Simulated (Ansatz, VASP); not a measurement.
One calculation of HfSiO4, two programs

```xyz
12
Lattice="-3.2862 3.2862 2.9816 3.2862 -3.2862 2.9816 3.2862 3.2862 -2.9816" Properties=species:S:1:pos:R:3 pbc="T T T"
Hf    0.0000    3.2862    1.4908
Hf    0.0000    0.0000    0.0000
Si    3.2862    0.0000    1.4908
Si    0.0000    0.0000    2.9816
O     3.2862    2.0685   -1.0777
O     4.5040    0.0000    0.4131
O     0.0000    1.2177    1.9039
O     2.0685    0.0000    0.4131
O     3.2862    1.2177    2.5685
O     1.2177    0.0000    4.0593
O     3.2862   -1.2177    2.5685
O     2.0685    3.2862    1.0777
```

Alike in both runs: functional PBE; k mesh 5 × 5 × 5; occupations fermi-dirac, width 0.02 eV; no spin polarisation.

Ansatz relaxed the structure, and its values are those at the end. VASP's run is a single point on that final structure, the one shown.

|  | VASP | Ansatz |
| --- | --- | --- |
| version | VASP 6.6.1 | Ansatz 0.2.0 |
| potentials or method | VASP PAW PBE potentials, release 64 (Hf_pv, Si, O) | plane-wave PAW, scalar-relativistic |
| plane-wave cutoff (eV) | 520 | 420 |
| valence electrons in the cell | 76 | 108 |

```tsv
	VASP	Ansatz	Ansatz less VASP
gap on the k mesh at the Fermi level (eV)	5.43	5.48	+0.056
pressure (GPa)	5.3	7.0	+1.70
rms of the force components (eV/Å)	0.092	0.000	-0.0921
```

VASP's potentials hold 76 valence electrons a cell and Ansatz's 108, so a difference there can come from the potentials and not from the codes. Ansatz's warnings: stress scf threshold loose.

Neither program's run includes spin-orbit coupling.
